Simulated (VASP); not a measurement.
# Re (P6_3/mmc) in VASP: notebook

Re is run at these levels: PBE; tasks: single point.

Program: VASP 6.6.1. These are calculated values, not measurements. Logs are shortened: lines on timing, memory, paths and dates and some standing lists are left out, and cuts for length are marked.

## (1) The cell of the first run

Symmetry: P6_3/mmc, No. 194, hexagonal system. Conventional cell: a = 2.777 Å, b = 2.777 Å, c = 4.479 Å, α = 90.00°, β = 90.00°, γ = 120.00°. Within 3.6 Å of Re (site symmetry -6m2) lie 12 Re at 2.75 to 2.78 Å.

## (2) Single point, PBE

The input, INCAR:

```
SYSTEM = Re
  PREC = Accurate
  ENCUT = 520
  EDIFF = 1E-6
  ISMEAR = -1
  SIGMA = 0.3
  LREAL = .False.
  LASPH = .True.
  NELM = 80
  ALGO = Normal
  ISIF = 2
  LWAVE = .False.
  LCHARG = .True.
  GGA = PE
  LELF = .True.
  LVHAR = .True.
  NBANDS = 14
```

The input, KPOINTS:

```
Automatic mesh
0
Gamma
  13 13 7
  0 0 0
```

The input, POSCAR:

```
Re
1.0
    2.7768706464      0.0000000000      0.0000000000
   -1.3884353232      2.4048405228      0.0000000000
    0.0000000000      0.0000000000      4.4788142384
Re
2
Direct
    0.3333333333      0.6666666667      0.2500000000
    0.6666666667      0.3333333333      0.7500000000
```

Potentials or basis: VASP PAW PBE potentials, release 64 (Re).

Run with:

```sh
cat potpaw_PBE.64/Re/POTCAR > POTCAR
mpirun -np 1 vasp_std > vasp.out
```

OUTCAR:

```text
SYSTEM = Re
   PREC = Accurate
   ENCUT = 520
   EDIFF = 1E-6
   ISMEAR = -1
   LREAL = .False.
   LASPH = .True.
   NELM = 80
   ISIF = 2
   GGA = PE

 ion  position               nearest neighbor table
   1  0.333  0.667  0.250-   2 2.75   2 2.75   2 2.75   2 2.75   2 2.75   2 2.75
   2  0.667  0.333  0.750-   1 2.75   1 2.75   1 2.75   1 2.75   1 2.75   1 2.75

  LATTYP: Found a hexagonal cell.
 ALAT       =     2.7768706464
 C/A-ratio  =     1.6128998462

  Lattice vectors:

 A1 = (   2.7768706464,   0.0000000000,   0.0000000000)
 A2 = (  -1.3884353232,   2.4048405228,   0.0000000000)
 A3 = (   0.0000000000,   0.0000000000,   4.4788142384)

Analysis of symmetry for initial positions (statically):
=====================================================================
 Subroutine PRICEL returns:
 Original cell was already a primitive cell.

 Routine SETGRP: Setting up the symmetry group for a
 hexagonal supercell.

 Subroutine GETGRP returns: Found 24 space group operations
 (whereof 12 operations were pure point group operations)
 out of a pool of 24 trial point group operations.

The static configuration has the point symmetry D_3d.
 The point group associated with its full space group is D_6h.

Analysis of symmetry for dynamics (positions and initial velocities):
=====================================================================
 Subroutine PRICEL returns:
 Original cell was already a primitive cell.

 Routine SETGRP: Setting up the symmetry group for a
 hexagonal supercell.

 Subroutine GETGRP returns: Found 24 space group operations
 (whereof 12 operations were pure point group operations)
 out of a pool of 24 trial point group operations.

The dynamic configuration has the point symmetry D_3d.
 The point group associated with its full space group is D_6h.

 Subroutine INISYM returns: Found 24 space group operations
 (whereof 12 operations are pure point group operations),
 and found     1 'primitive' translations

----------------------------------------------------------------------------------------

                                     Primitive cell

  volume of cell :      29.9092

  direct lattice vectors                    reciprocal lattice vectors
     2.776870646  0.000000000  0.000000000     0.360117603  0.207913995  0.000000000
    -1.388435323  2.404840523  0.000000000     0.000000000  0.415827990  0.000000000
     0.000000000  0.000000000  4.478814238     0.000000000  0.000000000  0.223273381

  length of vectors
     2.776870646  2.776870646  4.478814238     0.415827990  0.415827990  0.223273381

  position of ions in fractional coordinates (direct lattice)
     0.333333333  0.666666667  0.250000000
     0.666666667  0.333333333  0.750000000

  ion indices of the primitive-cell ions
   primitive index   ion index
                 1           1
                 2           2

----------------------------------------------------------------------------------------

 KPOINTS: Automatic mesh

Automatic generation of k-mesh.
 Grid dimensions read from file:
 generate k-points for:   13   13    7

 Generating k-lattice:

  Cartesian coordinates                     Fractional coordinates (reciprocal lattice)
     0.027701354  0.015993384  0.000000000     0.076923077  0.000000000  0.000000000
     0.000000000  0.031986768  0.000000000     0.000000000  0.076923077  0.000000000
     0.000000000  0.000000000  0.031896197     0.000000000  0.000000000  0.142857143

  Length of vectors
     0.031986768  0.031986768  0.031896197

  Shift w.r.t. Gamma in fractional coordinates (k-lattice)
     0.000000000  0.000000000  0.000000000

 Subroutine IBZKPT returns following result:
 ===========================================

 Found     84 irreducible k-points:

 Following reciprocal coordinates:
            Coordinates               Weight
  0.000000  0.000000  0.000000      1.000000
  0.076923  0.000000  0.000000      6.000000
  0.153846  0.000000  0.000000      6.000000
  0.230769  0.000000  0.000000      6.000000
  0.307692  0.000000  0.000000      6.000000
  0.384615  0.000000  0.000000      6.000000
[... 16 lines left out ...]
  0.076923  0.000000  0.142857     12.000000
  0.153846  0.000000  0.142857     12.000000
 [... further k-points ...]
   k-points           NKPTS =     84   k-points in BZ     NKDIM =     84   number of bands    NBANDS=     14
   number of dos      NEDOS =    301   number of ions     NIONS =      2
   total plane-waves  NPLWV =  20736
   dimension x,y,z NGX =    24 NGY =   24 NGZ =   36
   dimension x,y,z NGXF=    48 NGYF=   48 NGZF=   72
   ions per type =               2
   NGX,Y,Z   is equivalent  to a cutoff of  14.37, 14.37, 13.36 a.u.
   NGXF,Y,Z  is equivalent  to a cutoff of  28.74, 28.74, 26.73 a.u.
 SYSTEM =  Re
   PREC   = accura    normal or accurate (medium, high low for compatibility)
   ISTART =      0    job   : 0-new  1-cont  2-samecut
   ICHARG =      2    charge: 1-file 2-atom 10-const
   ISPIN  =      1    spin polarized calculation?
   LNONCOLLINEAR =      F non collinear calculations
   LSORBIT =      F    spin-orbit coupling
   LASPH  =      T    aspherical Exc in radial PAW
   ENCUT  =  520.0 eV  38.22 Ry    6.18 a.u.   5.16  5.16  8.33*2*pi/ulx,y,z
   NELM   =     80;   NELMIN=  2; NELMDL= -5     # of ELM steps
   EDIFF  = 0.1E-05   stopping-criterion for ELM
   LREAL  =      F    real-space projection
   EDIFFG = 0.1E-04   stopping-criterion for IOM
   NSW    =      0    number of steps for IOM
   IBRION =     -1    ionic relax: 0-MD 1-quasi-New 2-CG
   NFREE  =      0    steps in history (QN), initial steepest desc. (CG)
   ISIF   =      2    stress and relaxation
   ISYM   =      2    0-nonsym 1-usesym 2-fastsym
   POTIM  = 0.5000    time-step for ionic-motion
   TEBEG  =    0.0;   TEEND  =   0.0 temperature during run
   PSTRESS=    0.0 pullay stress
   NELECT =      14.0000    total number of electrons
   NUPDOWN=      -1.0000    fix difference up-down
   EMIN   =  10.00;   EMAX   =-10.00  energy-range for DOS
   EFERMI =   0.00;   METHOD = LEGACY
   ISMEAR =    -1;   SIGMA  =   0.30  broadening in eV -4-tet -1-fermi 0-gaus
   EFERMI_NEDOS =   21; number of points for ismear=-14 and -15
   IALGO  =     38    algorithm
   IMIX   =      4    mixing-type and parameters
     AMIX     =   0.40;   BMIX     =  1.00
     AMIX_MAG =   1.60;   BMIX_MAG =  1.00
  volume/ion in A,a.u.               =      14.95       100.92
  Fermi-wavevector in a.u.,A,eV,Ry     =   1.271108  2.402046 21.983151  1.615716
  Thomas-Fermi vector in A             =   2.404059
   LORBIT       =      0    0 simple, 1 ext, 2 COOP (PROOUT), +10 PAW based schemes
   GGA     = PE    functional components
   LHFCALC =     F    Hartree Fock is set to
   AEXX    =    0.0000 exact exchange contribution
   IVDW    =     0    specifies the selected vdW correction
   LEPSILON=     F    determine dielectric tensor
   LRPA    =     F    only Hartree local field effects (RPA)
 non-spin polarized calculation
  energy-cutoff  :      520.00
  volume of cell :       29.91
 maximum number of plane-waves:       821
 NGX is ok and might be reduce to    24
   NGX = 11   NGY = 11   NGZ = 17

 number of electron      14.0000000 magnetization

 Free energy of the ion-electron system (eV)
  ---------------------------------------------------
  ext. energy  EPLUGINS =         0.00000000
  ---------------------------------------------------
  free energy    TOTEN  =       -25.10843398 eV

  energy without entropy =      -24.58006503  energy(sigma->0) =      -24.84424951

 E-fermi :   7.7665     XC(G=0): -13.6389

 val. band max:        7.7219711210   @ k =   0.1538   0.0769   0.1429
 cond. band min:       7.7704272957   @ k =   0.1538   0.0000   0.0000
 fundamental gap:      0.0484561747
 Fermi energy:         7.7664793868

 k-point     1 :       0.0000    0.0000    0.0000
  band No.  band energies     occupation
      1      -2.0686      2.00000
      2       1.1856      2.00000
      3       6.1511      1.99087
      4       6.1511      1.99087
      5       6.1730      1.99018
      6       6.9701      1.86860
      7       6.9701      1.86860
      8       7.8755      0.82028
      9       7.8755      0.82028
     10       8.2872      0.29971
     11      10.9886      0.00004
     12      10.9886      0.00004
     13      17.5106      0.00000
     14      21.7979      0.00000

 k-point     2 :       0.0769    0.0000    0.0000
  band No.  band energies     occupation
      1      -1.8315      2.00000
      2       1.4074      2.00000
      3       5.6421      1.99832
      4       6.3678      1.98129
      5       6.5988      1.96001
      6       6.8138      1.91982
      7       7.1745      1.75593
      8       7.3137      1.63787
      9       7.6959      1.11708
     10       7.8776      0.81692
     11      11.1091      0.00003
     12      11.9788      0.00000
     13      17.4943      0.00000
     14      22.3180      0.00000

 k-point     3 :       0.1538    0.0000    0.0000
  band No.  band energies     occupation
      1      -1.1590      2.00000
      2       1.9839      2.00000
      3       5.0524      1.99976
      4       5.9598      1.99516
      5       6.3531      1.98217
      6       7.0034      1.85430
      7       7.2111      1.72852
      8       7.2674      1.68146
      9       7.5505      1.34515
     10       7.7704      0.99342
     11      11.3708      0.00001
     12      13.7552      0.00000
     13      17.3685      0.00000
     14      23.5639      0.00000

 k-point     4 :       0.2308    0.0000    0.0000
  band No.  band energies     occupation
      1      -0.1803      2.00000
      2       2.5262      2.00000
      3       4.6951      1.99993
      4       4.7235      1.99992
      5       5.9862      1.99472
      6       6.7695      1.93043
      7       7.1653      1.76244
      8       8.0083      0.61740
      9       8.0379      0.57618
     10       8.7002      0.08520
     11      11.6270      0.00001
     12      15.6512      0.00000
     13      17.0751      0.00000
     14      23.1282      0.00000

 k-point     5 :       0.3077    0.0000    0.0000
  band No.  band energies     occupation
      1       0.8471      2.00000
      2       2.4825      2.00000
      3       3.6786      2.00000
      4       4.9336      1.99984
      5       6.1263      1.99159
      6       6.3228      1.98387
      7       6.8002      1.92322
      8       9.2296      0.01513
      9       9.2776      0.01290
     10       9.8516      0.00191
     11      11.8111      0.00000
[... 276 lines left out ...]
 k-point    22 :       0.0000    0.0000    0.1429
  band No.  band energies     occupation
      1      -1.8311      2.00000
      2       1.1917      2.00000
      3       6.0327      1.99384
      4       6.0410      1.99366
      5       6.0410      1.99366
      6       6.8230      1.91742
      7       6.8230      1.91742
      8       7.6319      1.22065
      9       8.2036      0.37785
     10       8.2036      0.37785
     11      11.0059      0.00004
     12      11.0059      0.00004
     13      18.4908      0.00000
     14      21.3584      0.00000

 k-point    23 :       0.0769    0.0000    0.1429
  band No.  band energies     occupation
      1      -1.5984      2.00000
      2       1.4196      2.00000
      3       5.6364      1.99835
      4       6.2313      1.98808
      5       6.2604      1.98688
      6       6.4101      1.97848
      7       7.0134      1.84971
      8       7.3305      1.62102
      9       8.0699      0.53337
     10       8.1113      0.48124
     11      11.1033      0.00003
     12      11.7043      0.00000
     13      18.4957      0.00000
     14      21.8707      0.00000

 k-point    24 :       0.1538    0.0000    0.1429
  band No.  band energies     occupation
      1      -0.9432      2.00000
      2       2.0175      2.00000
      3       5.1007      1.99972
      4       5.4275      1.99918
      5       6.2162      1.98867
      6       6.6974      1.94488
      7       6.9971      1.85708
      8       7.4980      1.41975
      9       7.9276      0.73772
     10       8.0810      0.51908
     11      11.3104      0.00001
     12      13.0671      0.00000
     13      18.4530      0.00000
     14      23.1652      0.00000

 [... further k-points ...]
[... 5 lines left out ...]
  --------------------------------------------------------------------------------------
  -------------------------------------------------------------------------------------
  Total        0.3105469      0.3105469      0.0077672      0.0000000      0.0000000      0.0000000
  in kB       16.6353847     16.6353847      0.4160719      0.0000000      0.0000000      0.0000000
  external PRESSURE =      11.2289471 kB  Pullay stress =       0.0000000 kB

 VOLUME and BASIS-vectors are now :
 -----------------------------------------------------------------------------
  energy-cutoff  :      520.00
  volume of cell :       29.91
      direct lattice vectors                 reciprocal lattice vectors
     2.776870646  0.000000000  0.000000000     0.360117603  0.207913995  0.000000000
    -1.388435323  2.404840523  0.000000000     0.000000000  0.415827990  0.000000000
     0.000000000  0.000000000  4.478814238     0.000000000  0.000000000  0.223273381

 POSITION                                       TOTAL-FORCE (eV/Angst)
 -----------------------------------------------------------------------------------
     -0.00000      1.60323      1.11970        -0.000000      0.000000      0.000000
      1.38844      0.80161      3.35911         0.000000     -0.000000      0.000000
 -----------------------------------------------------------------------------------
    total drift:                               -0.000000      0.000000     -0.000000

  FREE ENERGIE OF THE ION-ELECTRON SYSTEM (eV)
  ---------------------------------------------------
  free  energy   TOTEN  =       -25.1084339831 eV

  energy  without entropy=      -24.5800650288  energy(sigma->0) =      -24.84424951
```

Run time: 30 s. Hardware: 1 thread of Intel Xeon Platinum 8375C at 2.90GHz (Ice Lake), shared host; peak memory 0.17 GiB.

Results:

| Property | Result |
| --- | --- |
| Free energy | -25.1084 eV |
| Pressure | 1.1 GPa |
| Band gap on the k mesh | zero (band 7 reaches 8.84 eV, above the bottom of band 8 at 6.15 eV) |

Stress tensor (GPa, compression positive):
```
1.66 0.00 0.00
0.00 1.66 0.00
0.00 0.00 0.04
```

Levels at points of the mesh, in eV from the Fermi level:
| k point | band 3 | band 4 | band 5 | band 6 | band 7 | band 8 | band 9 | band 10 | band 11 | band 12 |
| --- | --- | --- | --- | --- | --- | --- | --- | --- | --- | --- |
| (0.00, 0.00, 0.00) | -1.62 | -1.62 | -1.59 | -0.80 | -0.80 | 0.11 | 0.11 | 0.52 | 3.22 | 3.22 |

Caveat: spin-orbit coupling is left out, which moves the levels of the heavy elements.

(Continued in part 2 of 2.)
